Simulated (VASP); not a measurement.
# MgO (Fm-3m) in VASP: single point with HSE06

Aim: the single point of MgO with HSE06.

All numbers are computed with VASP 6.6.1; they aren't measurements. Logs are shortened: lines on timing, memory, paths and dates and some standing lists are left out, and cuts for length are marked.

### 1 The cell of the first run

The structure is cubic, space group Fm-3m (No. 225). Conventional cell: a = 4.212 Å, b = 4.212 Å, c = 4.212 Å, α = 90.00°, β = 90.00°, γ = 90.00°. Mg (site symmetry m-3m) has 6 O at 2.11 Å within 2.8 Å. O (site symmetry m-3m) has 6 Mg at 2.11 Å within 2.8 Å.

### 2 Single point, HSE06

POSCAR reads:

```
MgO
1.0
    0.0000000000      2.1060000000      2.1060000000
    2.1060000000      0.0000000000      2.1060000000
    2.1060000000      2.1060000000      0.0000000000
Mg O
1 1
Direct
    0.0000000000      0.0000000000      0.0000000000
    0.5000000000      0.5000000000      0.5000000000
```

INCAR.step1 reads:

```
PREC = Accurate ; ENCUT = 520
EDIFF = 1E-5 ; ISMEAR = 0
SIGMA = 0.01 ; LREAL = F
LASPH = T ; NELM = 120
ALGO = Normal ; ISIF = 2
LWAVE = T ; LCHARG = F
NBANDS = 11 ; GGA = PE
GGA_COMPAT = F
```

INCAR.step2 reads:

```
PREC = Accurate ; ENCUT = 520
EDIFF = 1E-6 ; ISMEAR = 0
SIGMA = 0.01 ; LREAL = F
LASPH = T ; NELM = 120
ALGO = Normal ; ISIF = 2
LWAVE = F ; LCHARG = F
GGA = PE ; LHFCALC = T
HFSCREEN = 0.2079 ; PRECFOCK = Normal
NBANDS = 11 ; ISTART = 1
GGA_COMPAT = F
```

KPOINTS reads:

```
Automatic mesh
0
Gamma
  3 3 3
```

Potentials or basis: VASP PAW PBE potentials, release 64 (Mg, O).

On the command line:

```sh
$ cat potpaw_PBE.64/Mg/POTCAR potpaw_PBE.64/O/POTCAR > POTCAR
$ cp INCAR.step1 INCAR
$ mpirun -np 1 vasp_std > vasp.out
$ cp INCAR.step2 INCAR
$ mpirun -np 1 vasp_std > vasp.out
```

OUTCAR:

```text
PREC = Accurate
   ENCUT = 520
   EDIFF = 1E-6
   ISMEAR = 0
   LREAL = F
   LASPH = T
   NELM = 120
   ISIF = 2
   GGA = PE
   LHFCALC = T
   HFSCREEN = 0.2079
   PRECFOCK = Normal
   ISTART = 1

 ion  position               nearest neighbor table
   1  0.000  0.000  0.000-   2 2.11   2 2.11   2 2.11   2 2.11   2 2.11   2 2.11
   2  0.500  0.500  0.500-   1 2.11   1 2.11   1 2.11   1 2.11   1 2.11   1 2.11

  LATTYP: Found a face centered cubic cell.
 ALAT       =     4.2120000000

  Lattice vectors:

 A1 = (   0.0000000000,   2.1060000000,   2.1060000000)
 A2 = (   2.1060000000,   0.0000000000,   2.1060000000)
 A3 = (   2.1060000000,   2.1060000000,   0.0000000000)

Analysis of symmetry for initial positions (statically):
=====================================================================
 Subroutine PRICEL returns:
 Original cell was already a primitive cell.

 Routine SETGRP: Setting up the symmetry group for a
 face centered cubic supercell.

 Subroutine GETGRP returns: Found 48 space group operations
 (whereof 48 operations were pure point group operations)
 out of a pool of 48 trial point group operations.

The static configuration has the point symmetry O_h .

Analysis of symmetry for dynamics (positions and initial velocities):
=====================================================================
 Subroutine PRICEL returns:
 Original cell was already a primitive cell.

 Routine SETGRP: Setting up the symmetry group for a
 face centered cubic supercell.

 Subroutine GETGRP returns: Found 48 space group operations
 (whereof 48 operations were pure point group operations)
 out of a pool of 48 trial point group operations.

The dynamic configuration has the point symmetry O_h .

 Subroutine INISYM returns: Found 48 space group operations
 (whereof 48 operations are pure point group operations),
 and found     1 'primitive' translations

----------------------------------------------------------------------------------------

                                     Primitive cell

  volume of cell :      18.6812

  direct lattice vectors                    reciprocal lattice vectors
     0.000000000  2.106000000  2.106000000    -0.237416904  0.237416904  0.237416904
     2.106000000  0.000000000  2.106000000     0.237416904 -0.237416904  0.237416904
     2.106000000  2.106000000  0.000000000     0.237416904  0.237416904 -0.237416904

  length of vectors
     2.978333762  2.978333762  2.978333762     0.411218140  0.411218140  0.411218140

  position of ions in fractional coordinates (direct lattice)
     0.000000000  0.000000000  0.000000000
     0.500000000  0.500000000  0.500000000

  ion indices of the primitive-cell ions
   primitive index   ion index
                 1           1
                 2           2

----------------------------------------------------------------------------------------

 KPOINTS: Automatic mesh

Automatic generation of k-mesh.
 Grid dimensions read from file:
 generate k-points for:    3    3    3

 Generating k-lattice:

  Cartesian coordinates                     Fractional coordinates (reciprocal lattice)
    -0.079138968  0.079138968  0.079138968     0.333333333  0.000000000  0.000000000
     0.079138968 -0.079138968  0.079138968     0.000000000  0.333333333  0.000000000
     0.079138968  0.079138968 -0.079138968     0.000000000  0.000000000  0.333333333

  Length of vectors
     0.137072713  0.137072713  0.137072713

  Shift w.r.t. Gamma in fractional coordinates (k-lattice)
     0.000000000  0.000000000  0.000000000

 Subroutine IBZKPT returns following result:
 ===========================================

 Found      4 irreducible k-points:

 Following reciprocal coordinates:
            Coordinates               Weight
  0.000000  0.000000  0.000000      1.000000
  0.333333  0.000000  0.000000      8.000000
  0.333333  0.333333  0.000000      6.000000
 -0.333333  0.333333  0.000000     12.000000
   k-points           NKPTS =      4   k-points in BZ     NKDIM =     27   number of bands    NBANDS=     11
   number of dos      NEDOS =    301   number of ions     NIONS =      2
   total plane-waves  NPLWV =  13824
   dimension x,y,z NGX =    24 NGY =   24 NGZ =   24
   dimension x,y,z NGXF=    48 NGYF=   48 NGZF=   48
   ions per type =               1   1
   NGX,Y,Z   is equivalent  to a cutoff of  13.40, 13.40, 13.40 a.u.
   NGXF,Y,Z  is equivalent  to a cutoff of  26.79, 26.79, 26.79 a.u.
 SYSTEM =  unknown system
   PREC   = accura    normal or accurate (medium, high low for compatibility)
   ISTART =      1    job   : 0-new  1-cont  2-samecut
   ICHARG =      0    charge: 1-file 2-atom 10-const
   ISPIN  =      1    spin polarized calculation?
   LNONCOLLINEAR =      F non collinear calculations
   LSORBIT =      F    spin-orbit coupling
   LASPH  =      T    aspherical Exc in radial PAW
   ENCUT  =  520.0 eV  38.22 Ry    6.18 a.u.   5.54  5.54  5.54*2*pi/ulx,y,z
   NELM   =    120;   NELMIN=  2; NELMDL=  0     # of ELM steps
   EDIFF  = 0.1E-05   stopping-criterion for ELM
   LREAL  =      F    real-space projection
   EDIFFG = 0.1E-04   stopping-criterion for IOM
   NSW    =      0    number of steps for IOM
   IBRION =     -1    ionic relax: 0-MD 1-quasi-New 2-CG
   NFREE  =      0    steps in history (QN), initial steepest desc. (CG)
   ISIF   =      2    stress and relaxation
   ISYM   =      3    0-nonsym 1-usesym 2-fastsym
   POTIM  = 0.5000    time-step for ionic-motion
   TEBEG  =    0.0;   TEEND  =   0.0 temperature during run
   PSTRESS=    0.0 pullay stress
   NELECT =       8.0000    total number of electrons
   NUPDOWN=      -1.0000    fix difference up-down
   EMIN   =  10.00;   EMAX   =-10.00  energy-range for DOS
   EFERMI =   0.00;   METHOD = LEGACY
   ISMEAR =     0;   SIGMA  =   0.01  broadening in eV -4-tet -1-fermi 0-gaus
   EFERMI_NEDOS =   21; number of points for ismear=-14 and -15
   IALGO  =     38    algorithm
   IMIX   =      1    mixing-type and parameters
     AMIX     =   0.40;   BMIX     =  1.00
     AMIX_MAG =   1.60;   BMIX_MAG =  1.00
  volume/ion in A,a.u.               =       9.34        63.03
  Fermi-wavevector in a.u.,A,eV,Ry     =   1.233966  2.331857 20.717205  1.522672
  Thomas-Fermi vector in A             =   2.368675
   LORBIT       =      0    0 simple, 1 ext, 2 COOP (PROOUT), +10 PAW based schemes
   GGA     = PE    functional components
   LHFCALC =     T    Hartree Fock is set to
   PRECFOCK=normal    Normal, Fast or Accurate (Low or Medium for compatibility)
   ENCUT4O =  -1.0   cutoff for four orbital integrals eV
   NKREDX  =     1    reduce k-point grid by
   NKREDY  =     1    reduce k-point grid by
   NKREDZ  =     1    reduce k-point grid by
   AEXX    =    0.2500 exact exchange contribution
   HFSCREEN=    0.2079 screening length (either q_TF or 0.3 A-1)
   HFSCREENC=   0.2079 screening length for correlation (either q_TF or 0.3 A-1)
   ENCUTFOCK=  -1.0 apply spherical cutoff to Coloumb kernel
   IVDW    =     0    specifies the selected vdW correction
   LEPSILON=     F    determine dielectric tensor
   LRPA    =     F    only Hartree local field effects (RPA)
 non-spin polarized calculation
 Gauss-broadening in eV      SIGMA  =   0.01
  energy-cutoff  :      520.00
  volume of cell :       18.68
 maximum number of plane-waves:       531
 NGX is ok and might be reduce to    24
  NGX = 18; NGY = 18; NGZ = 18

 number of electron       8.0000005 magnetization

 Free energy of the ion-electron system (eV)
  ---------------------------------------------------
  ext. energy  EPLUGINS =         0.00000000
  ---------------------------------------------------
  free energy    TOTEN  =       -14.14840827 eV

  energy without entropy =      -14.14840827  energy(sigma->0) =      -14.14840827

 E-fermi :   2.0491     XC(G=0):  -9.0853

 val. band max:        1.9748182524   @ k =   0.0000   0.0000   0.0000
 cond. band min:       8.4652744636   @ k =   0.0000   0.0000   0.0000
 fundamental gap:      6.4904562112
 Fermi energy:         2.0491014191

 k-point     1 :       0.0000    0.0000    0.0000
  band No.  band energies     occupation
      1     -16.8185      2.00000
      2       1.9748      2.00000
      3       1.9748      2.00000
      4       1.9748      2.00000
      5       8.4653      0.00000
      6      19.7104      0.00000
      7      19.7104      0.00000
      8      19.7104      0.00000
      9      23.6401      0.00000
     10      25.5633      0.00000
     11      25.5633      0.00000

 k-point     2 :       0.3333    0.0000    0.0000
  band No.  band energies     occupation
      1     -15.8494      2.00000
      2      -1.9100      2.00000
      3       1.4353      2.00000
      4       1.4353      2.00000
      5      11.4699      0.00000
      6      16.3870      0.00000
      7      20.5458      0.00000
      8      20.5458      0.00000
      9      25.0407      0.00000
     10      25.0407      0.00000
     11      25.5585      0.00000

 k-point     3 :       0.3333    0.3333    0.0000
  band No.  band energies     occupation
      1     -15.6129      2.00000
      2      -1.6703      2.00000
      3       0.8337      2.00000
      4       0.8337      2.00000
      5      13.2235      0.00000
      6      13.7690      0.00000
      7      17.9040      0.00000
      8      22.4656      0.00000
      9      22.4656      0.00000
     10      28.8619      0.00000
     11      31.4528      0.00000

 k-point     4 :      -0.3333    0.3333    0.0000
  band No.  band energies     occupation
      1     -15.2218      2.00000
      2      -1.4470      2.00000
      3      -1.2913      2.00000
      4       0.8953      2.00000
      5      14.1676      0.00000
      6      16.2761      0.00000
      7      16.5481      0.00000
      8      21.9245      0.00000
      9      22.9360      0.00000
     10      27.2689      0.00000
     11      31.7885      0.00000

------------------------ aborting loop because EDIFF is reached ----------------------------------------

  FORCE on cell =-STRESS in cart. coord.  units (eV):
  Direction    XX          YY          ZZ          XY          YZ          ZX
  --------------------------------------------------------------------------------------
  -------------------------------------------------------------------------------------
  Total       -0.1544904     -0.1544904     -0.1544904     -0.0000000     -0.0000000     -0.0000000
  in kB      -13.2497302    -13.2497302    -13.2497302     -0.0000000     -0.0000000     -0.0000000
  external PRESSURE =     -13.2497302 kB  Pullay stress =       0.0000000 kB

 VOLUME and BASIS-vectors are now :
 -----------------------------------------------------------------------------
  energy-cutoff  :      520.00
  volume of cell :       18.68
      direct lattice vectors                 reciprocal lattice vectors
     0.000000000  2.106000000  2.106000000    -0.237416904  0.237416904  0.237416904
     2.106000000  0.000000000  2.106000000     0.237416904 -0.237416904  0.237416904
     2.106000000  2.106000000  0.000000000     0.237416904  0.237416904 -0.237416904

 POSITION                                       TOTAL-FORCE (eV/Angst)
 -----------------------------------------------------------------------------------
      0.00000      0.00000      0.00000        -0.000000      0.000000     -0.000000
      2.10600      2.10600      2.10600         0.000000     -0.000000      0.000000
 -----------------------------------------------------------------------------------
    total drift:                               -0.000027     -0.000034     -0.000017

  FREE ENERGIE OF THE ION-ELECTRON SYSTEM (eV)
  ---------------------------------------------------
  free  energy   TOTEN  =       -14.1484082728 eV

  energy  without entropy=      -14.1484082728  energy(sigma->0) =      -14.14840827
```

It took 17 s on 1 thread of Intel Xeon 6975P-C (Granite Rapids), shared host; peak memory 0.24 GiB.

What came out:

```
Free energy            : -14.1484 eV
Pressure               : -1.3 GPa
Band gap on the k mesh : 6.49 eV
```

Caveat: the k points lie up to 0.86 Å⁻¹ apart; the PAW data sets were made with another functional, which shifts forces and pressure a little.
